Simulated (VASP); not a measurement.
# OsAu (P4/mmm) in VASP: notebook

Runs on OsAu. Level: PBE. Tasks: single point, relaxation of cell and atoms.

All numbers are computed with VASP 6.6.1; they aren't measurements. Logs are shortened: lines on timing, memory, paths and dates and some standing lists are left out, and cuts for length are marked.

## Step 1: The cell of the first run

Symmetry: P4/mmm, No. 123, tetragonal system. Conventional cell: a = 2.812 Å, b = 2.812 Å, c = 4.004 Å, α = 90.00°, β = 90.00°, γ = 90.00°. Os (site symmetry 4/mmm) has 4 Os at 2.81 Å and 8 Au at 2.82 Å within 3.7 Å. Within 3.7 Å of Au (site symmetry 4/mmm) lie 4 Au at 2.81 Å and 8 Os at 2.82 Å.

The cell was generated, and may not be a known phase.

## Step 2: Single point, PBE

INCAR

```
PREC     = Accurate       # precision mode
ENCUT    = 520            # plane-wave cutoff, eV
EDIFF    = 1E-7           # SCF threshold, eV
ISMEAR   = 0              # smearing method
SIGMA    = 0.1            # smearing width, eV
LREAL    = False          # projectors in reciprocal space
LASPH    = True           # aspherical terms in the spheres
NELM     = 60             # most SCF steps
ALGO     = Normal         # electronic algorithm
ISIF     = 2              # what is computed and relaxed
LWAVE    = False          # write WAVECAR
LCHARG   = True           # write CHGCAR
GGA      = PE             # functional
LELF     = True           # ELF
LVHAR    = True         
NBANDS   = 27             # bands
```

KPOINTS

```
Automatic mesh
0
Gamma
  6 6 4
```

POSCAR

```
OsAu
1.0
    3.9772249413      0.0000000000      0.0000000000
    0.0000000000      3.9772249413      0.0000000000
    0.0000000000      0.0000000000      4.0040124193
Os Au
2 2
Direct
    0.0000000000      0.0000000000      0.0000000000
    0.5000000000      0.5000000000      0.0000000000
    0.0000000000      0.5000000000      0.5000233432
    0.5000000000      0.0000000000      0.4999766568
```

Potentials or basis: VASP PAW PBE potentials, release 64 (Os, Au).

Started as:

```sh
> cat potpaw_PBE.64/Os/POTCAR potpaw_PBE.64/Au/POTCAR > POTCAR
> mpirun -np 1 vasp_std > vasp.out
```

OUTCAR:

```text
PREC = Accurate
   ENCUT = 520
   EDIFF = 1E-7
   ISMEAR = 0
   LREAL = False
   LASPH = True
   NELM = 60
   ISIF = 2
   GGA = PE

 ion  position               nearest neighbor table
   1  0.000  0.000  0.000-   2 2.81   2 2.81   2 2.81   2 2.81   3 2.82   4 2.82   4 2.82   3 2.82
                             3 2.82   3 2.82   4 2.82   4 2.82
   2  0.500  0.500  0.000-   1 2.81   1 2.81   1 2.81   1 2.81   4 2.82   4 2.82   3 2.82   3 2.82
                             3 2.82   3 2.82   4 2.82   4 2.82
   3  0.000  0.500  0.500-   4 2.81   4 2.81   4 2.81   4 2.81   2 2.82   2 2.82   1 2.82   1 2.82
                             1 2.82   2 2.82   2 2.82   1 2.82
   4  0.500  0.000  0.500-   3 2.81   3 2.81   3 2.81   3 2.81   2 2.82   1 2.82   1 2.82   2 2.82
                             1 2.82   2 2.82   2 2.82   1 2.82

  LATTYP: Found a simple tetragonal cell.
 ALAT       =     3.9772249413
 C/A-ratio  =     1.0067352182

  Lattice vectors:

 A1 = (   3.9772249413,   0.0000000000,   0.0000000000)
 A2 = (   0.0000000000,   3.9772249413,   0.0000000000)
 A3 = (   0.0000000000,   0.0000000000,   4.0040124193)

Analysis of symmetry for initial positions (statically):
=====================================================================
 Subroutine PRICEL returns:
 Original cell was already a primitive cell.

 Routine SETGRP: Setting up the symmetry group for a
 simple tetragonal supercell.

 Subroutine GETGRP returns: Found 16 space group operations
 (whereof  8 operations were pure point group operations)
 out of a pool of 16 trial point group operations.

The static configuration has the point symmetry D_2d.
 The point group associated with its full space group is D_4h.

Analysis of symmetry for dynamics (positions and initial velocities):
=====================================================================
 Subroutine PRICEL returns:
 Original cell was already a primitive cell.

 Routine SETGRP: Setting up the symmetry group for a
 simple tetragonal supercell.

 Subroutine GETGRP returns: Found 16 space group operations
 (whereof  8 operations were pure point group operations)
 out of a pool of 16 trial point group operations.

The dynamic configuration has the point symmetry D_2d.
 The point group associated with its full space group is D_4h.

 Subroutine INISYM returns: Found 16 space group operations
 (whereof  8 operations are pure point group operations),
 and found     1 'primitive' translations

----------------------------------------------------------------------------------------

                                     Primitive cell

  volume of cell :      63.3367

  direct lattice vectors                    reciprocal lattice vectors
     3.977224941  0.000000000  0.000000000     0.251431592  0.000000000  0.000000000
     0.000000000  3.977224941  0.000000000     0.000000000  0.251431592  0.000000000
     0.000000000  0.000000000  4.004012419     0.000000000  0.000000000  0.249749475

  length of vectors
     3.977224941  3.977224941  4.004012419     0.251431592  0.251431592  0.249749475

  position of ions in fractional coordinates (direct lattice)
     0.000000000  0.000000000  0.000000000
     0.500000000  0.500000000  0.000000000
     0.000000000  0.500000000  0.500023343
     0.500000000  0.000000000  0.499976657

  ion indices of the primitive-cell ions
   primitive index   ion index
                 1           1
                 2           2
                 3           3
                 4           4

----------------------------------------------------------------------------------------

 KPOINTS: Automatic mesh

Automatic generation of k-mesh.
 Grid dimensions read from file:
 generate k-points for:    6    6    4

 Generating k-lattice:

  Cartesian coordinates                     Fractional coordinates (reciprocal lattice)
     0.041905265  0.000000000  0.000000000     0.166666667  0.000000000  0.000000000
     0.000000000  0.041905265  0.000000000     0.000000000  0.166666667  0.000000000
     0.000000000  0.000000000  0.062437369     0.000000000  0.000000000  0.250000000

  Length of vectors
     0.041905265  0.041905265  0.062437369

  Shift w.r.t. Gamma in fractional coordinates (k-lattice)
     0.000000000  0.000000000  0.000000000

 Subroutine IBZKPT returns following result:
 ===========================================

 Found     30 irreducible k-points:

 Following reciprocal coordinates:
            Coordinates               Weight
  0.000000  0.000000  0.000000      1.000000
  0.166667  0.000000  0.000000      4.000000
  0.333333  0.000000  0.000000      4.000000
  0.500000  0.000000  0.000000      2.000000
  0.166667  0.166667  0.000000      4.000000
  0.333333  0.166667  0.000000      8.000000
[... 16 lines left out ...]
  0.333333  0.000000  0.500000      4.000000
  0.500000  0.000000  0.500000      2.000000
 [... further k-points ...]
   k-points           NKPTS =     30   k-points in BZ     NKDIM =     30   number of bands    NBANDS=     27
   number of dos      NEDOS =    301   number of ions     NIONS =      4
   total plane-waves  NPLWV =  27000
   dimension x,y,z NGX =    30 NGY =   30 NGZ =   30
   dimension x,y,z NGXF=    60 NGYF=   60 NGZF=   60
   ions per type =               2   2
   NGX,Y,Z   is equivalent  to a cutoff of  12.54, 12.54, 12.46 a.u.
   NGXF,Y,Z  is equivalent  to a cutoff of  25.08, 25.08, 24.91 a.u.
 SYSTEM =  unknown system
   PREC   = accura    normal or accurate (medium, high low for compatibility)
   ISTART =      0    job   : 0-new  1-cont  2-samecut
   ICHARG =      2    charge: 1-file 2-atom 10-const
   ISPIN  =      1    spin polarized calculation?
   LNONCOLLINEAR =      F non collinear calculations
   LSORBIT =      F    spin-orbit coupling
   LASPH  =      T    aspherical Exc in radial PAW
   ENCUT  =  520.0 eV  38.22 Ry    6.18 a.u.   7.40  7.40  7.44*2*pi/ulx,y,z
   NELM   =     60;   NELMIN=  2; NELMDL= -5     # of ELM steps
   EDIFF  = 0.1E-06   stopping-criterion for ELM
   LREAL  =      F    real-space projection
   EDIFFG = 0.1E-05   stopping-criterion for IOM
   NSW    =      0    number of steps for IOM
   IBRION =     -1    ionic relax: 0-MD 1-quasi-New 2-CG
   NFREE  =      0    steps in history (QN), initial steepest desc. (CG)
   ISIF   =      2    stress and relaxation
   ISYM   =      2    0-nonsym 1-usesym 2-fastsym
   POTIM  = 0.5000    time-step for ionic-motion
   TEBEG  =    0.0;   TEEND  =   0.0 temperature during run
   PSTRESS=    0.0 pullay stress
   NELECT =      38.0000    total number of electrons
   NUPDOWN=      -1.0000    fix difference up-down
   EMIN   =  10.00;   EMAX   =-10.00  energy-range for DOS
   EFERMI =   0.00;   METHOD = LEGACY
   ISMEAR =     0;   SIGMA  =   0.10  broadening in eV -4-tet -1-fermi 0-gaus
   EFERMI_NEDOS =   21; number of points for ismear=-14 and -15
   IALGO  =     38    algorithm
   IMIX   =      4    mixing-type and parameters
     AMIX     =   0.40;   BMIX     =  1.00
     AMIX_MAG =   1.60;   BMIX_MAG =  1.00
  volume/ion in A,a.u.               =      15.83       106.85
  Fermi-wavevector in a.u.,A,eV,Ry     =   1.380758  2.609254 25.939394  1.906492
  Thomas-Fermi vector in A             =   2.505605
   LORBIT       =      0    0 simple, 1 ext, 2 COOP (PROOUT), +10 PAW based schemes
   GGA     = PE    functional components
   LHFCALC =     F    Hartree Fock is set to
   AEXX    =    0.0000 exact exchange contribution
   IVDW    =     0    specifies the selected vdW correction
   LEPSILON=     F    determine dielectric tensor
   LRPA    =     F    only Hartree local field effects (RPA)
 non-spin polarized calculation
 Gauss-broadening in eV      SIGMA  =   0.10
  energy-cutoff  :      520.00
  volume of cell :       63.34
 maximum number of plane-waves:      1743
 NGX is ok and might be reduce to    30
   NGX = 15   NGY = 15   NGZ = 15

 number of electron      38.0000006 magnetization

 Free energy of the ion-electron system (eV)
  ---------------------------------------------------
  ext. energy  EPLUGINS =         0.00000000
  ---------------------------------------------------
  free energy    TOTEN  =       -25.62921879 eV

  energy without entropy =      -25.59920162  energy(sigma->0) =      -25.61421020

 E-fermi :   9.2832     XC(G=0): -13.2679

 val. band max:        9.2757493746   @ k =   0.1667   0.1667   0.0000
 cond. band min:       9.2935914224   @ k =   0.5000   0.0000   0.2500
 fundamental gap:      0.0178420477
 Fermi energy:         9.2831507042

 k-point     1 :       0.0000    0.0000    0.0000
  band No.  band energies     occupation
      1      -1.0858      2.00000
      2       1.5683      2.00000
      3       1.8322      2.00000
      4       2.1108      2.00000
      5       2.1766      2.00000
      6       2.2126      2.00000
[... 19 lines left out ...]
     26      17.5202      0.00000
     27      18.4549      0.00000

 k-point     2 :       0.1667    0.0000    0.0000
  band No.  band energies     occupation
      1      -0.7251      2.00000
      2       1.7626      2.00000
      3       2.0727      2.00000
      4       2.3178      2.00000
      5       2.3469      2.00000
      6       2.3499      2.00000
[... 19 lines left out ...]
     26      16.8396      0.00000
     27      19.3747      0.00000

 k-point     3 :       0.3333    0.0000    0.0000
  band No.  band energies     occupation
      1       0.2851      2.00000
      2       2.0881      2.00000
      3       2.6651      2.00000
      4       2.7394      2.00000
      5       2.7638      2.00000
      6       2.9278      2.00000
[... 19 lines left out ...]
     26      16.0204      0.00000
     27      18.6506      0.00000

 k-point     4 :       0.5000    0.0000    0.0000
  band No.  band energies     occupation
      1       1.5755      2.00000
      2       1.5755      2.00000
      3       3.0879      2.00000
      4       3.0879      2.00000
      5       3.3090      2.00000
      6       3.3090      2.00000
[... 19 lines left out ...]
     26      16.9412      0.00000
     27      17.0391      0.00000
[... 516 lines left out ...]
      4       2.7230      2.00000
      5       3.2462      2.00000
      6       3.4510      2.00000
[... 19 lines left out ...]
     26      17.7197      0.00000
     27      18.0280      0.00000

 k-point    23 :       0.3333    0.0000    0.5000
  band No.  band energies     occupation
      1       2.2246      2.00000
      2       2.5876      2.00000
      3       2.9997      2.00000
      4       3.1603      2.00000
      5       3.1982      2.00000
      6       3.6265      2.00000
[... 19 lines left out ...]
     26      19.1860      0.00000
     27      19.6509      0.00000

 k-point    24 :       0.5000    0.0000    0.5000
  band No.  band energies     occupation
      1       2.8059      2.00000
      2       2.8059      2.00000
      3       3.2446      2.00000
      4       3.2446      2.00000
      5       3.8293      2.00000
      6       3.8293      2.00000
[... 19 lines left out ...]
     26      18.5673      0.00000
     27      20.2521      0.00000

 [... further k-points ...]
[... 5 lines left out ...]
  --------------------------------------------------------------------------------------
  -------------------------------------------------------------------------------------
  Total       -0.0278206     -0.0278206     -0.0088550      0.0000000      0.0000000      0.0000000
  in kB       -0.7037552     -0.7037552     -0.2239978      0.0000000      0.0000000      0.0000000
  external PRESSURE =      -0.5438360 kB  Pullay stress =       0.0000000 kB

 VOLUME and BASIS-vectors are now :
 -----------------------------------------------------------------------------
  energy-cutoff  :      520.00
  volume of cell :       63.34
      direct lattice vectors                 reciprocal lattice vectors
     3.977224941  0.000000000  0.000000000     0.251431592  0.000000000  0.000000000
     0.000000000  3.977224941  0.000000000     0.000000000  0.251431592  0.000000000
     0.000000000  0.000000000  4.004012419     0.000000000  0.000000000  0.249749475

 POSITION                                       TOTAL-FORCE (eV/Angst)
 -----------------------------------------------------------------------------------
      0.00000      0.00000      0.00000         0.000000     -0.000000      0.000000
      1.98861      1.98861      0.00000         0.000000      0.000000      0.000000
      0.00000      1.98861      2.00210        -0.000000      0.000000     -0.000860
      1.98861      0.00000      2.00191         0.000000      0.000000      0.000860
 -----------------------------------------------------------------------------------
    total drift:                                0.000000      0.000000      0.000000

  FREE ENERGIE OF THE ION-ELECTRON SYSTEM (eV)
  ---------------------------------------------------
  free  energy   TOTEN  =       -25.6292187882 eV

  energy  without entropy=      -25.5992016179  energy(sigma->0) =      -25.61421020
```

It took 40 s on 1 thread of Intel Xeon Platinum 8488C (Sapphire Rapids), shared host; peak memory 0.19 GiB.

What came out:

```
Free energy            : -25.6292 eV
Pressure               : -0.1 GPa
Band gap on the k mesh : zero (bands 19 and 20 overlap by 2.06 eV)
```

Levels at points of the mesh, in eV from the Fermi level:
| k point | band 17 | band 18 | band 19 | band 20 | band 21 | band 22 |
| --- | --- | --- | --- | --- | --- | --- |
| (0.00, 0.00, 0.00) | 0.80 | 0.91 | 0.91 | 1.21 | 1.22 | 1.33 |
| (0.50, 0.00, 0.00) | -1.12 | -1.12 | -0.91 | -0.91 | 0.56 | 0.56 |
| (0.50, 0.50, 0.00) | -1.13 | -1.13 | -0.32 | -0.32 | -0.05 | -0.05 |
| (0.00, 0.00, 0.50) | -1.96 | -0.64 | -0.64 | -0.61 | 1.02 | 2.69 |
| (0.50, 0.00, 0.50) | -1.40 | -1.40 | -1.15 | -1.15 | 1.44 | 1.44 |
| (0.50, 0.50, 0.50) | -0.64 | -0.64 | 0.09 | 0.09 | 0.82 | 0.82 |

Caveat: the k points lie up to 0.39 Å⁻¹ apart, too coarse for converged energies and pressures of a metal; spin-orbit coupling is left out, which moves the levels of the heavy elements.

(Continued in part 2 of 2.)
